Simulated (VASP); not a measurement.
# SnSe2 in VASP: single point with PBEsol

Aim: the single point of SnSe2 with PBEsol.

Program: VASP 6.6.1. These are calculated values, not measurements. Logs are shortened: lines on timing, memory, paths and dates and some standing lists are left out, and cuts for length are marked.

### 1 The cell of the first run

The cell holds a slab with vacuum, 15 atoms: a = 3.819 Å, b = 9.029 Å, c = 24.828 Å, α = 90.00°, β = 90.00°, γ = 90.00°.

### 2 Single point, PBEsol

INCAR reads:

```
SYSTEM = SnSe2
  PREC = Accurate
  ENCUT = 520
  EDIFF = 1E-6
  ISMEAR = 0
  SIGMA = 0.05
  LREAL = Auto
  LASPH = .True.
  NELM = 100
  ALGO = Normal
  ISIF = 2
  LWAVE = .False.
  LCHARG = .True.
  LDIPOL = .True.
  IDIPOL = 3
  DIPOL = 0.5 0.5 0.500
  GGA = PS
  LELF = .True.
  LVHAR = .True.
  LVACPOTAV = .True.
  NBANDS = 78
```

KPOINTS reads:

```
regular mesh
0
Gamma
  9 4 1
  0 0 0
```

POSCAR reads:

```
SnSe2
1.0
    3.8189235641      0.0000000000      0.0000000000
    0.0000000000      9.0288745737      0.0000000000
    0.0000000000      0.0000000000     24.8275697139
Se Sn
10 5
Direct
    0.0000000000      0.5226332280      0.3020835340
    0.0000000000      0.9406613943      0.3352344604
    0.5000000000      0.2542805392      0.3927540354
    0.5000000000      0.6723087055      0.4259049618
    0.0000000000      0.9859278503      0.4834245368
    0.0000000000      0.4039560166      0.5165754632
    0.5000000000      0.7175751615      0.5740950382
    0.5000000000      0.1356033278      0.6072459646
    0.0000000000      0.4492224727      0.6647655396
    0.0000000000      0.8672506389      0.6979164660
    0.5000000000      0.7316473112      0.3186589972
    0.0000000000      0.4632946223      0.4093294986
    0.5000000000      0.1949419335      0.5000000000
    0.0000000000      0.9265892446      0.5906705014
    0.5000000000      0.6582365558      0.6813410028
```

Potentials or basis: VASP PAW PBE potentials, release 64 (Se, Sn_d).

Command:

```sh
$ cat potpaw_PBE.64/Se/POTCAR potpaw_PBE.64/Sn_d/POTCAR > POTCAR
$ mpirun -np 1 vasp_std > vasp.out
```

OUTCAR:

```text
SYSTEM = SnSe2
   PREC = Accurate
   ENCUT = 520
   EDIFF = 1E-6
   ISMEAR = 0
   LREAL = Auto
   LASPH = .True.
   NELM = 100
   ISIF = 2
   GGA = PS

 ion  position               nearest neighbor table
   1  0.000  0.523  0.302-  12 2.72  11 2.72  11 2.72
   2  0.000  0.941  0.335-  11 2.72  11 2.72
   3  0.500  0.254  0.393-  12 2.72  12 2.72  13 2.72
   4  0.500  0.672  0.426-  11 2.72  12 2.72  12 2.72
   5  0.000  0.986  0.483-  14 2.72  13 2.72  13 2.72
   6  0.000  0.404  0.517-  13 2.72  13 2.72  12 2.72
   7  0.500  0.718  0.574-  14 2.72  14 2.72  15 2.72
   8  0.500  0.136  0.607-  13 2.72  14 2.72  14 2.72
   9  0.000  0.449  0.665-  15 2.72  15 2.72
  10  0.000  0.867  0.698-  15 2.72  15 2.72  14 2.72
  11  0.500  0.732  0.319-   2 2.72   2 2.72   4 2.72   1 2.72   1 2.72
  12  0.000  0.463  0.409-   3 2.72   3 2.72   6 2.72   1 2.72   4 2.72   4 2.72
  13  0.500  0.195  0.500-   6 2.72   6 2.72   8 2.72   3 2.72   5 2.72   5 2.72
  14  0.000  0.927  0.591-   7 2.72   7 2.72   5 2.72  10 2.72   8 2.72   8 2.72
  15  0.500  0.658  0.681-   9 2.72   9 2.72  10 2.72  10 2.72   7 2.72

  LATTYP: Found a simple orthorhombic cell.
 ALAT       =     3.8189235641
 B/A-ratio  =     2.3642459510
 C/A-ratio  =     6.5011957682

  Lattice vectors:

 A1 = (   3.8189235641,   0.0000000000,   0.0000000000)
 A2 = (   0.0000000000,   9.0288745737,   0.0000000000)
 A3 = (   0.0000000000,   0.0000000000,  24.8275697139)

Analysis of symmetry for initial positions (statically):
=====================================================================
 Subroutine PRICEL returns:
 Original cell was already a primitive cell.

 Routine SETGRP: Setting up the symmetry group for a
 simple orthorhombic supercell.

 Subroutine GETGRP returns: Found  4 space group operations
 (whereof  2 operations were pure point group operations)
 out of a pool of  8 trial point group operations.

The static configuration has the point symmetry C_1h.
 The point group associated with its full space group is C_2h.

Analysis of symmetry for dynamics (positions and initial velocities):
=====================================================================
 Subroutine PRICEL returns:
 Original cell was already a primitive cell.

 Routine SETGRP: Setting up the symmetry group for a
 simple orthorhombic supercell.

 Subroutine GETGRP returns: Found  4 space group operations
 (whereof  2 operations were pure point group operations)
[... 139 lines left out ...]
     AMIX_MAG =   1.60;   BMIX_MAG =  1.00
  volume/ion in A,a.u.               =      57.07       385.14
  Fermi-wavevector in a.u.,A,eV,Ry     =   0.873413  1.650511 10.379210  0.762850
  Thomas-Fermi vector in A             =   1.992800
   LORBIT       =      0    0 simple, 1 ext, 2 COOP (PROOUT), +10 PAW based schemes
   GGA     = PS    functional components
   LHFCALC =     F    Hartree Fock is set to
   AEXX    =    0.0000 exact exchange contribution
   IVDW    =     0    specifies the selected vdW correction
   LEPSILON=     F    determine dielectric tensor
   LRPA    =     F    only Hartree local field effects (RPA)
 non-spin polarized calculation
 Gauss-broadening in eV      SIGMA  =   0.05
  energy-cutoff  :      520.00
  volume of cell :      856.07
 maximum number of plane-waves:     23104
   NGX = 15   NGY = 33   NGZ = 93

 dipolmoment           0.000000      0.000000     -0.000000 electrons x Angstroem

 number of electron     130.0000002 magnetization

 dipolmoment           0.000000      0.000000      0.000001 electrons x Angstroem

 Free energy of the ion-electron system (eV)
  ---------------------------------------------------
  ext. energy  EPLUGINS =         0.00000000
  ---------------------------------------------------
  free energy    TOTEN  =       -63.10607513 eV

  energy without entropy =      -63.10607510  energy(sigma->0) =      -63.10607512

 E-fermi :  -0.9316     XC(G=0):  -4.8943

 val. band max:       -1.1103916565   @ k =   0.1111   0.0000   0.0000
 cond. band min:      -0.7525682123   @ k =   0.4444   0.2500   0.0000
 fundamental gap:      0.3578234442
 Fermi energy:        -0.9316449529

 k-point     1 :       0.0000    0.0000    0.0000
  band No.  band energies     occupation
      1     -22.4335      2.00000
      2     -22.4311      2.00000
      3     -22.4121      2.00000
      4     -22.3889      2.00000
      5     -22.3762      2.00000
      6     -22.3573      2.00000
[... 1189 lines left out ...]
     76       3.5359      0.00000
     77       3.7099      0.00000
 [bands above 77 left out]

------------------------ aborting loop because EDIFF is reached ----------------------------------------

  FORCE on cell =-STRESS in cart. coord.  units (eV):
  Direction    XX          YY          ZZ          XY          YZ          ZX
  --------------------------------------------------------------------------------------
  -------------------------------------------------------------------------------------
  Total       -3.7145080     -5.7634258      0.4817779      0.0000000     -1.5863100      0.0000000
  in kB       -6.9518930    -10.7865484      0.9016722      0.0000000     -2.9688610      0.0000000
  external PRESSURE =      -5.6122564 kB  Pullay stress =       0.0000000 kB

 VOLUME and BASIS-vectors are now :
 -----------------------------------------------------------------------------
  energy-cutoff  :      520.00
  volume of cell :      856.07
      direct lattice vectors                 reciprocal lattice vectors
     3.818923564  0.000000000  0.000000000     0.261853892  0.000000000  0.000000000
     0.000000000  9.028874574  0.000000000     0.000000000  0.110755775  0.000000000
     0.000000000  0.000000000 24.827569714     0.000000000  0.000000000  0.040277805

 POSITION                                       TOTAL-FORCE (eV/Angst)
 -----------------------------------------------------------------------------------
      0.00000      4.71879      7.50000         0.000000      0.070662     -0.577947
      0.00000      8.49311      8.32306         0.000000     -0.964817     -0.753028
      1.90946      2.29587      9.75113         0.000000     -0.058975     -0.303590
      1.90946      6.07019     10.57419         0.000000     -0.181072     -0.303000
      0.00000      8.90182     12.00226         0.000000      0.054572     -0.069537
      0.00000      3.64727     12.82531         0.000000     -0.054572      0.069537
      1.90946      6.47890     14.25338         0.000000      0.181072      0.303000
      1.90946      1.22435     15.07644         0.000000      0.058975      0.303590
      0.00000      4.05597     16.50451         0.000000      0.964817      0.753028
      0.00000      7.83030     17.32757         0.000000     -0.070662      0.577947
      1.90946      6.60595      7.91153         0.000000      1.036238      1.356972
      0.00000      4.18303     10.16266         0.000000      0.109082      0.401028
      1.90946      1.76011     12.41378         0.000000      0.000000      0.000000
      0.00000      8.36606     14.66491         0.000000     -0.109082     -0.401028
      1.90946      5.94314     16.91604         0.000000     -1.036238     -1.356972
 -----------------------------------------------------------------------------------
    total drift:                                0.000000      0.000020      0.000051

  FREE ENERGIE OF THE ION-ELECTRON SYSTEM (eV)
  ---------------------------------------------------
  free  energy   TOTEN  =       -63.1060751283 eV

  energy  without entropy=      -63.1060751042  energy(sigma->0) =      -63.10607512

 vacuum level on the upper side and lower side of the slab         4.276         4.276
```

It took 36 min on 1 thread of Oxide Virtual Turin-like, shared host; peak memory 1.1 GiB.

What came out:

```yaml
Free_energy: -63.1061 eV
Largest_force: 1.707 eV/Å
Band_gap_on_the_k_mesh: 0.36 eV (least direct gap 0.44 eV)
```

Forces in eV/Å, atoms in the order of the input:
```
Se   0.000  0.071 -0.578
Se   0.000 -0.965 -0.753
Se   0.000 -0.059 -0.304
Se   0.000 -0.181 -0.303
Se   0.000  0.055 -0.070
Se   0.000 -0.055  0.070
Se   0.000  0.181  0.303
Se   0.000  0.059  0.304
Se   0.000  0.965  0.753
Se   0.000 -0.071  0.578
Sn   0.000  1.036  1.357
Sn   0.000  0.109  0.401
Sn   0.000  0.000  0.000
Sn   0.000 -0.109 -0.401
Sn   0.000 -1.036 -1.357
```

Levels at points of the mesh, in eV from the valence-band top:
| k point | band 62 | band 63 | band 64 | band 65 | band 66 | band 67 | band 68 | band 69 |
| --- | --- | --- | --- | --- | --- | --- | --- | --- |
| (0.00, 0.00, 0.00) | -0.28 | -0.27 | -0.21 | -0.17 | 0.59 | 1.04 | 1.14 | 1.29 |
| (0.00, 0.50, 0.00) | -0.18 | -0.05 | -0.04 | 0.00 | 0.44 | 0.95 | 1.45 | 1.61 |

Caveat: semilocal functionals underestimate gaps, and a narrow one can read as zero; the PAW data sets were made with another functional, which shifts forces and pressure a little; spin-orbit coupling is left out, which moves the levels of the heavy elements.
